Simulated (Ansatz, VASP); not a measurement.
**NiO2 in VASP and in Ansatz**

```
Ni O
1.0
     2.71349    0.00000    0.00000
    -1.35675    2.34995    0.00000
     0.00000    0.00000    5.23433
Ni O
1 2
Direct
  0.00000 0.00000 0.50000
  0.66667 0.33333 0.66252
  0.33333 0.66667 0.33748
```

Alike in both runs: task single point; functional PBEsol; k mesh 12 × 12 × 6; occupations gaussian, width 0.05 eV; no spin polarisation.

|  | VASP | Ansatz |
| --- | --- | --- |
| version | VASP 6.6.1 | Ansatz 0.2.0 |
| potentials or method | VASP PAW PBE potentials, release 64 (Ni, O), cutoff 520 eV | scalar-relativistic, plane waves, PAW |
| valence electrons in the cell | 22 | 30 |

Ansatz gave:

| Quantity | Value |
| --- | --- |
| gap on the k mesh at the Fermi level (eV) | 1.27 |
| least direct gap on the mesh (eV) | 1.68 |
| pressure (GPa) | 26.3 |
| traceless stress, the component that is largest in VASP (GPa) | -4.60 |
| rms of the force components (eV/Å) | 1.256 |

Question: Estimate VASP's values.

Answer: gap on the k mesh at the Fermi level (eV): 1.24; least direct gap on the mesh (eV): 1.65; pressure (GPa): 27.2; traceless stress, the component that is largest in VASP (GPa): -5.18; rms of the force components (eV/Å): 1.290.

VASP's potentials were made for PBE, not for PBEsol. Atom by atom the forces differ by 0.034 eV/Å (rms over components). VASP's potentials hold 22 valence electrons a cell and Ansatz's 30, so a difference there can come from the potentials and not from the codes.
